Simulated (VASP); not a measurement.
# Au (Pm-3m) in VASP: single point with PBEsol

Aim: the single point of Au with PBEsol.

Everything below comes from runs of VASP 6.6.1. Logs are shortened: lines on timing, memory, paths and dates and some standing lists are left out, and cuts for length are marked.

**1. The cell of the first run**

Symmetry: Pm-3m, No. 221, cubic system. The conventional cell has a = 2.668 Å, b = 2.668 Å, c = 2.668 Å, α = 90.00°, β = 90.00°, γ = 90.00°. Au (site symmetry m-3m) has 6 Au at 2.67 Å within 3.5 Å.

This isn't the form of Au at room conditions, which is fcc.

**2. Single point, PBEsol**

INCAR reads:

```
PREC = Accurate
ENCUT = 500
EDIFF = 1E-6
ISMEAR = 0
SIGMA = 0.1
LREAL = F
LASPH = T
NELM = 120
ALGO = Normal
ISIF = 2
LWAVE = F
LCHARG = F
GGA = PS
NBANDS = 12
GGA_COMPAT = F
```

KPOINTS reads:

```
regular mesh
0
Gamma
  6 6 6
```

POSCAR reads:

```
Au
1.0
    2.6683366361      0.0000000000      0.0000000000
    0.0000000000      2.6683366361      0.0000000000
    0.0000000000      0.0000000000      2.6683366361
Au
1
Direct
    0.0000000000      0.0000000000      0.0000000000
```

Potentials or basis: VASP PAW PBE potentials, release 64 (Au).

Started as:

```sh
> cat potpaw_PBE.64/Au/POTCAR > POTCAR
> mpirun -np 1 vasp_std > vasp.out
```

OUTCAR:

```text
PREC = Accurate
   ENCUT = 500
   EDIFF = 1E-6
   ISMEAR = 0
   LREAL = F
   LASPH = T
   NELM = 120
   ISIF = 2
   GGA = PS

 ion  position               nearest neighbor table
   1  0.000  0.000  0.000-

  LATTYP: Found a simple cubic cell.
 ALAT       =     2.6683366361

  Lattice vectors:

 A1 = (   2.6683366361,   0.0000000000,   0.0000000000)
 A2 = (   0.0000000000,   2.6683366361,   0.0000000000)
 A3 = (   0.0000000000,   0.0000000000,   2.6683366361)

Analysis of symmetry for initial positions (statically):
=====================================================================
 Subroutine PRICEL returns:
 Original cell was already a primitive cell.

 Routine SETGRP: Setting up the symmetry group for a
 simple cubic supercell.

 Subroutine GETGRP returns: Found 48 space group operations
 (whereof 48 operations were pure point group operations)
 out of a pool of 48 trial point group operations.

The static configuration has the point symmetry O_h .

Analysis of symmetry for dynamics (positions and initial velocities):
=====================================================================
 Subroutine PRICEL returns:
 Original cell was already a primitive cell.

 Routine SETGRP: Setting up the symmetry group for a
 simple cubic supercell.

 Subroutine GETGRP returns: Found 48 space group operations
 (whereof 48 operations were pure point group operations)
 out of a pool of 48 trial point group operations.

The dynamic configuration has the point symmetry O_h .

 Subroutine INISYM returns: Found 48 space group operations
 (whereof 48 operations are pure point group operations),
 and found     1 'primitive' translations

----------------------------------------------------------------------------------------

                                     Primitive cell

  volume of cell :      18.9986

  direct lattice vectors                    reciprocal lattice vectors
     2.668336636  0.000000000  0.000000000     0.374765308  0.000000000  0.000000000
     0.000000000  2.668336636  0.000000000     0.000000000  0.374765308  0.000000000
     0.000000000  0.000000000  2.668336636     0.000000000  0.000000000  0.374765308

  length of vectors
     2.668336636  2.668336636  2.668336636     0.374765308  0.374765308  0.374765308

  position of ions in fractional coordinates (direct lattice)
     0.000000000  0.000000000  0.000000000

  ion indices of the primitive-cell ions
   primitive index   ion index
                 1           1
[... 73 lines left out ...]
   ISIF   =      2    stress and relaxation
   ISYM   =      2    0-nonsym 1-usesym 2-fastsym
   POTIM  = 0.5000    time-step for ionic-motion
   TEBEG  =    0.0;   TEEND  =   0.0 temperature during run
   PSTRESS=    0.0 pullay stress
   NELECT =      11.0000    total number of electrons
   NUPDOWN=      -1.0000    fix difference up-down
   EMIN   =  10.00;   EMAX   =-10.00  energy-range for DOS
   EFERMI =   0.00;   METHOD = LEGACY
   ISMEAR =     0;   SIGMA  =   0.10  broadening in eV -4-tet -1-fermi 0-gaus
   EFERMI_NEDOS =   21; number of points for ismear=-14 and -15
   IALGO  =     38    algorithm
   IMIX   =      4    mixing-type and parameters
     AMIX     =   0.40;   BMIX     =  1.00
     AMIX_MAG =   1.60;   BMIX_MAG =  1.00
  volume/ion in A,a.u.               =      19.00       128.21
  Fermi-wavevector in a.u.,A,eV,Ry     =   1.364474  2.578481 25.331163  1.861788
  Thomas-Fermi vector in A             =   2.490786
   LORBIT       =      0    0 simple, 1 ext, 2 COOP (PROOUT), +10 PAW based schemes
   GGA     = PS    functional components
   LHFCALC =     F    Hartree Fock is set to
   AEXX    =    0.0000 exact exchange contribution
   IVDW    =     0    specifies the selected vdW correction
   LEPSILON=     F    determine dielectric tensor
   LRPA    =     F    only Hartree local field effects (RPA)
 non-spin polarized calculation
 Gauss-broadening in eV      SIGMA  =   0.10
  energy-cutoff  :      500.00
  volume of cell :       19.00
 maximum number of plane-waves:       500
 NGX is ok and might be reduce to    20
   NGX =  9   NGY =  9   NGZ =  9

 number of electron      11.0000002 magnetization

 Free energy of the ion-electron system (eV)
  ---------------------------------------------------
  ext. energy  EPLUGINS =         0.00000000
  ---------------------------------------------------
  free energy    TOTEN  =        -3.71678972 eV

  energy without entropy =       -3.71340141  energy(sigma->0) =       -3.71509556

 E-fermi :   7.0907     XC(G=0): -12.1314

 val. band max:        7.0836171229   @ k =   0.5000   0.5000   0.0000
 cond. band min:       7.1104922214   @ k =   0.5000   0.5000   0.1667
 fundamental gap:      0.0268750985
 Fermi energy:         7.0907160758

 k-point     1 :       0.0000    0.0000    0.0000
  band No.  band energies     occupation
      1      -1.2815      2.00000
      2       0.9628      2.00000
      3       0.9628      2.00000
      4       5.8033      2.00000
      5       5.8033      2.00000
      6       5.8033      2.00000
      7      21.5876      0.00000
      8      21.5876      0.00000
      9      21.5876      0.00000
     10      26.7947      0.00000
     11      29.3570      0.00000
     12      29.3570      0.00000
[... 271 lines left out ...]
 k-point    20 :       0.5000    0.5000    0.5000
  band No.  band energies     occupation
      1       1.7906      2.00000
      2       1.7906      2.00000
      3       1.7906      2.00000
      4       7.1918      0.15292
      5       7.1918      0.15291
      6      16.0649      0.00000
      7      16.0649      0.00000
      8      16.0649      0.00000
      9      17.2391      0.00000
     10      20.9161      0.00000
     11      24.5875      0.00000
     12      24.5875      0.00000

------------------------ aborting loop because EDIFF is reached ----------------------------------------

  FORCE on cell =-STRESS in cart. coord.  units (eV):
  Direction    XX          YY          ZZ          XY          YZ          ZX
  --------------------------------------------------------------------------------------
  -------------------------------------------------------------------------------------
  Total        0.2031270      0.2031270      0.2031270      0.0000000      0.0000000     -0.0000000
  in kB       17.1299593     17.1299593     17.1299593      0.0000000      0.0000000     -0.0000000
  external PRESSURE =      17.1299593 kB  Pullay stress =       0.0000000 kB

 VOLUME and BASIS-vectors are now :
 -----------------------------------------------------------------------------
  energy-cutoff  :      500.00
  volume of cell :       19.00
      direct lattice vectors                 reciprocal lattice vectors
     2.668336636  0.000000000  0.000000000     0.374765308  0.000000000  0.000000000
     0.000000000  2.668336636  0.000000000     0.000000000  0.374765308  0.000000000
     0.000000000  0.000000000  2.668336636     0.000000000  0.000000000  0.374765308

 POSITION                                       TOTAL-FORCE (eV/Angst)
 -----------------------------------------------------------------------------------
      0.00000      0.00000      0.00000         0.000000      0.000000      0.000000
 -----------------------------------------------------------------------------------
    total drift:                               -0.000000      0.000000      0.000000

  FREE ENERGIE OF THE ION-ELECTRON SYSTEM (eV)
  ---------------------------------------------------
  free  energy   TOTEN  =        -3.7167897198 eV

  energy  without entropy=       -3.7134014052  energy(sigma->0) =       -3.71509556
```

OSZICAR:

```text
N       E                     dE             d eps       ncg     rms          rms(c)
DAV:   1     0.435387982946E+02    0.43539E+02   -0.55279E+03   536   0.787E+02
DAV:   2    -0.364708543391E+01   -0.47186E+02   -0.44051E+02   544   0.176E+02
DAV:   3    -0.413817910546E+01   -0.49109E+00   -0.49092E+00   568   0.174E+01
DAV:   4    -0.414011229533E+01   -0.19332E-02   -0.19331E-02   524   0.121E+00
DAV:   5    -0.414012963396E+01   -0.17339E-04   -0.17339E-04   584   0.114E-01    0.801E+00
DAV:   6    -0.373997132295E+01    0.40016E+00   -0.11850E+00   500   0.855E+00    0.521E+00
DAV:   7    -0.372091132345E+01    0.19060E-01   -0.40613E-02   544   0.163E+00    0.282E+00
DAV:   8    -0.371683669229E+01    0.40746E-02   -0.17040E-03   520   0.274E-01    0.157E-01
DAV:   9    -0.371678615585E+01    0.50536E-04   -0.29217E-04   524   0.135E-01    0.937E-03
DAV:  10    -0.371678981646E+01   -0.36606E-05   -0.32220E-06   564   0.177E-02    0.543E-03
DAV:  11    -0.371678971981E+01    0.96649E-07   -0.81381E-07   272   0.723E-03
   1 F= -.37167897E+01 E0= -.37150956E+01  d E =-.338831E-02
```

Run time: 4.1 s. Hardware: 1 thread of Intel Xeon 6975P-C (Granite Rapids), shared host; peak memory 0.12 GiB.

Results:

* Free energy: -3.7168 eV
* Pressure: 1.7 GPa
* Band gap on the k mesh: zero (an odd number of electrons rules out a gap without spin polarisation)

Caveat: the k points lie up to 0.39 Å⁻¹ apart, too coarse for converged energies and pressures of a metal; the PAW data sets were made with another functional, which shifts forces and pressure a little; spin-orbit coupling is left out, which moves the levels of the heavy elements.
